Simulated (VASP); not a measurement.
Set up this calculation in VASP 6.6.1, as the native input.

| Property | Result |
| --- | --- |
| Task | single point |
| Functional | PBEsol |
| Potentials or basis | VASP PAW PBE potentials, release 64 (Zn, Au) |
| Cutoff | 520 eV |
| k mesh | 10 × 10 × 10 |
| Occupations | fermi-dirac, width 0.05 eV |
| Spin | no spin polarisation |
| Dipole correction | no |
| Further INCAR settings | ALGO = Normal; EDIFF = 1e-07; NBANDS = 18 |

The structure of ZnAu lies in POSCAR:

```
ZnAu
1.0
    3.1470000000      0.0000000000      0.0000000000
    0.0000000000      3.1470000000      0.0000000000
    0.0000000000      0.0000000000      3.1470000000
Zn Au
1 1
Direct
    0.4250000000      0.4250000000      0.4250000000
    0.0750000000      0.0750000000      0.0750000000
```

This cell differs from its parent crystal: shortest bond scaled by 0.7.

The input as run:

INCAR

```
SYSTEM = ZnAu
  ALGO = Normal
  EDIFF = 1E-7
  ENCUT = 520
  GGA = PS
  ISIF = 2
  ISMEAR = -1
  LASPH = .True.
  LCHARG = .False.
  LREAL = .False.
  LWAVE = .False.
  NBANDS = 18
  NELM = 60
  PREC = Accurate
  SIGMA = 0.05
```

KPOINTS

```
k-points
0
Gamma
  10 10 10
  0 0 0
```

Potentials or basis: VASP PAW PBE potentials, release 64 (Zn, Au).

Command:

```sh
$ cat potpaw_PBE.64/Zn/POTCAR potpaw_PBE.64/Au/POTCAR > POTCAR
$ mpirun -np 1 vasp_std > vasp.out
```

It gave:

```yaml
Pressure: 55.7 GPa
Largest_force: 16.076 eV/Å
Band_gap_on_the_k_mesh: zero (an odd number of electrons rules out a gap without spin polarisation)
```

Caveat: the cell differs from its parent crystal (shortest bond scaled by 0.7); the cell stands under pressure; the PAW data sets were made with another functional, which shifts forces and pressure a little; spin-orbit coupling is left out, which moves the levels of the heavy elements.

Wall time 22 s on 1 thread of Intel(R) Xeon(R) Platinum 8488C (Sapphire Rapids) (shared host), peak memory 0.19 GiB.
